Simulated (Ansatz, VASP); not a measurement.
## Two plane-wave programs on Al

```
Al
1.0
     1.67258    0.96566    7.84987
    -1.67258    0.96566    7.84987
     0.00000   -1.93133    7.84987
Al
3
Direct
  0.00000 0.00000 0.00000
  0.21945 0.21945 0.21945
  0.78055 0.78055 0.78055
```

Alike in both runs: task single point; functional PBE; k mesh 15 × 15 × 15; occupations gaussian, width 0.1 eV; no spin polarisation.

|  | VASP | Ansatz |
| --- | --- | --- |
| version | VASP 6.6.1 | Ansatz 0.2.0 |
| potentials or method | VASP PAW PBE potentials, release 64 (Al), cutoff 500 eV | scalar-relativistic, plane waves, PAW |
| valence electrons in the cell | 9 | 9 |

|  | VASP | Ansatz | Ansatz less VASP |
| --- | --- | --- | --- |
| gap on the k mesh at the Fermi level (eV) | none | none | - |
| pressure (GPa) | -11.2 | -11.2 | +0.01 |
| traceless stress, the component that is largest in VASP (GPa) | 0.43 | 0.43 | +0.001 |
| rms of the force components (eV/Å) | 0.033 | 0.033 | +0.0001 |

Atom by atom the forces differ by 0.000 eV/Å (rms over components). A gap of «none» marks a metal or a gap that the smearing closes.
